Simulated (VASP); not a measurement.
Runs of VASP 6.6.1 on CuO. The structure is that of space group P4_2/mmc (No. 131), or close to it. The cells are those of the table. 

```csv
level,U,cell,gap on the mesh (eV),pressure (GPa)
PBEsol+U,Cu d U = 3.0 eV,"a = 2.904, b = 2.904, c = 5.105 Å, angles 90.0, 90.0, 90.4°, 4 atoms",none,(b)
PBEsol+U,Cu d U = 5.0 eV,"a = 2.911, b = 2.911, c = 5.116 Å, angles 90.0, 90.0, 90.6°, 4 atoms",none,-5.2
PBEsol+U,Cu d U = 4.0 eV,"a = 2.907, b = 2.907, c = 5.111 Å, angles 90.0, 90.0, 90.4°, 4 atoms",none,-4.0
r2SCAN+D3(BJ),-,"a = 2.878, b = 2.878, c = 5.119 Å, angles 90.0, 90.0, 90.2°, 4 atoms",none,1.0
PBEsol+U,Cu d U = 1.0 eV,"a = 2.898, b = 2.898, c = 5.094 Å, angles 90.0, 90.0, 90.3°, 4 atoms",none,(a)
```

Alike in all rows: task single point; potentials or basis VASP PAW PBE potentials, release 64 (Cu, O); no spin polarisation; k mesh 9 × 9 × 5; cutoff (eV) 520; smearing fermi-dirac 0.05 eV.

Question: Fill in the values left out.

Answer: (a) -0.4; (b) -2.7.

Caveats: the PAW data sets were made with another functional, which shifts forces and pressure a little; U without spin polarisation on a metal has little footing (at least some runs); the cell stands under tension (at least some runs); semilocal functionals often make such compounds metallic where correlation or magnetic order opens a gap, which also shifts bond lengths (at least some runs).

A gap of «none» marks levels without a gap at the run's occupations.
